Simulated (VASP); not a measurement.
Input of a VASP 6.6.1 run:

File INCAR:

```
SYSTEM = P
ALGO = Normal
EDIFF = 1E-6
ENCUT = 520
GGA = PE
ISIF = 2
ISMEAR = 0
IVDW = 12
LASPH = .True.
LCHARG = .False.
LREAL = .False.
LWAVE = .False.
NBANDS = 8
NELM = 100
PREC = Accurate
SIGMA = 0.15
```

File KPOINTS:

```
k-points
0
Gamma
  24 24 24
  0 0 0
```

Contents of POSCAR:

```
P
1.0
    2.4072602648      0.0000000000      0.0631905820
    0.0000000000      2.4072602648      0.0000000000
    0.0631934260      0.0000000000      2.4073686085
P
1
Direct
    0.0000000000      0.0000000000      0.0000000000
```

Potentials or basis: VASP PAW PBE potentials, release 64 (P).

The run is started by

```sh
$ cat potpaw_PBE.64/P/POTCAR > POTCAR
$ mpirun -np 1 vasp_std > vasp.out
```

Predict the pressure.

-0.4 GPa.

Predict the band gap on the k mesh.

zero (an odd number of electrons rules out a gap without spin polarisation).

Stress tensor (GPa, compression positive):
```
-0.39  0.00 -3.63
 0.00 -0.30  0.00
-3.63  0.00 -0.40
```

Caveat: the cell differs from its parent crystal (strain +0.0525 x Voigt [0, 0, 0, 0, 1, 0]).
